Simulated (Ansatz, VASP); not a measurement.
# Two plane-wave programs on Cu

INCAR

```
SYSTEM = Cu
ALGO     = Normal         ! electronic algorithm
EDIFF    = 1E-7           ! SCF threshold, eV
ENCUT    = 520            ! plane-wave cutoff, eV
GGA      = PS             ! functional
ISIF     = 2              ! what is computed and relaxed
ISMEAR   = -1             ! smearing method
LASPH    = .True.         ! aspherical terms in the spheres
LCHARG   = .False.        ! write CHGCAR
LREAL    = .False.        ! projectors in reciprocal space
LWAVE    = .False.        ! write WAVECAR
NBANDS   = 12             ! bands
NELM     = 80             ! most SCF steps
PREC     = Accurate       ! precision mode
SIGMA    = 0.05           ! smearing width, eV
```

KPOINTS

```
k-points
0
Gamma
  14 14 14
  0 0 0
```

File POSCAR:

```
Cu
1.0
   -1.4306681158      1.4306681158      1.3645167474
    1.4306681158     -1.4306681158      1.3645167474
    1.4306681158      1.4306681158     -1.3645167474
Cu
1
Direct
    0.0000000000      0.0000000000      0.0000000000
```

Input for Ansatz:

```yaml
crystal:
  lattice:
    - [-1.4306681158322214, 1.4306681158322214, 1.3645167473799218]
    - [1.4306681158322214, -1.4306681158322214, 1.3645167473799218]
    - [1.4306681158322214, 1.4306681158322214, -1.3645167473799218]
  atoms:
    - { symbol: Cu, position: [0.0, 0.0, 0.0] }
basis:
  ecutwfc: 420.0
kpoints:
  mp_grid:
    grid: [14, 14, 14]
hamiltonian:
  xc: pbesol
  pseudopotentials:
    kind: paw
scf:
  occupations:
    method: fermi_dirac
    width: 0.05
output:
  stress: true
```

Alike in both runs: task single point; functional PBEsol; k mesh 14 × 14 × 14; occupations fermi-dirac, width 0.05 eV; no spin polarisation.

|  | VASP | Ansatz |
| --- | --- | --- |
| version | VASP 6.6.1 | Ansatz 0.2.0 |
| potentials or method | VASP PAW PBE potentials, release 64 (Cu), cutoff 520 eV | plane waves, PAW |
| valence electrons in the cell | 11 | 19 |

Ansatz gave:

| Property | Result |
| --- | --- |
| pressure (GPa) | 2.8 |
| traceless stress, the component that is largest in VASP (GPa) | -0.30 |

Estimate VASP's values.

pressure (GPa): 3.6; traceless stress, the component that is largest in VASP (GPa): -0.35.

VASP's potentials were made for PBE, not for PBEsol. The functional is the same, so the differences come from potentials, cutoffs and numerics. VASP's potentials hold 11 valence electrons a cell and Ansatz's 19, so a difference there can come from the potentials and not from the codes.
